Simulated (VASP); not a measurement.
Set up this calculation in VASP 6.6.1, as the native input.

| Quantity | Value |
| --- | --- |
| Task | single point |
| Functional | PBE |
| Potentials or basis | VASP PAW PBE potentials, release 64 (Sr_sv, O) |
| Cutoff | 520 eV |
| k mesh | 8 × 8 × 8 |
| Occupations | gaussian, width 0.05 eV |
| Spin | no spin polarisation |
| Dipole correction | no |
| Further INCAR settings | ALGO = Normal; EDIFF = 1e-06; NBANDS = 15 |

The structure of SrO lies in POSCAR:

```
SrO
1.0
    0.0000000000      2.5055550000      2.5055550000
    2.5055550000      0.0000000000      2.5055550000
    2.5055550000      2.5055550000      0.0000000000
Sr O
1 1
Direct
    0.0000000000      0.0000000000      0.0000000000
    0.5000000000      0.5000000000      0.5000000000
```

This cell differs from its parent crystal: strain -0.025 along x and y, -0.025 along z.

The input as run:

INCAR

```
  PREC = Accurate
  ENCUT = 520
  EDIFF = 1E-6
  ISMEAR = 0
  SIGMA = 0.05
  LREAL = False
  LASPH = True
  NELM = 80
  ALGO = Normal
  ISIF = 2
  LWAVE = False
  LCHARG = False
  GGA = PE
  NBANDS = 15
```

KPOINTS

```
regular mesh
0
Gamma
  8 8 8
```

Potentials or basis: VASP PAW PBE potentials, release 64 (Sr_sv, O).

Run with:

```bash
$ cat potpaw_PBE.64/Sr_sv/POTCAR potpaw_PBE.64/O/POTCAR > POTCAR
$ mpirun -np 1 vasp_std > vasp.out
```

It gave:

The pressure is 12.5 GPa and the band gap on the k mesh is 3.20 eV, indirect (least direct gap 3.23 eV).

Caveat: the cell differs from its parent crystal (strain -0.025 along x and y, -0.025 along z).

Wall time 16 s on 1 thread of Intel Xeon 6975P-C (shared host), peak memory 0.16 GiB.
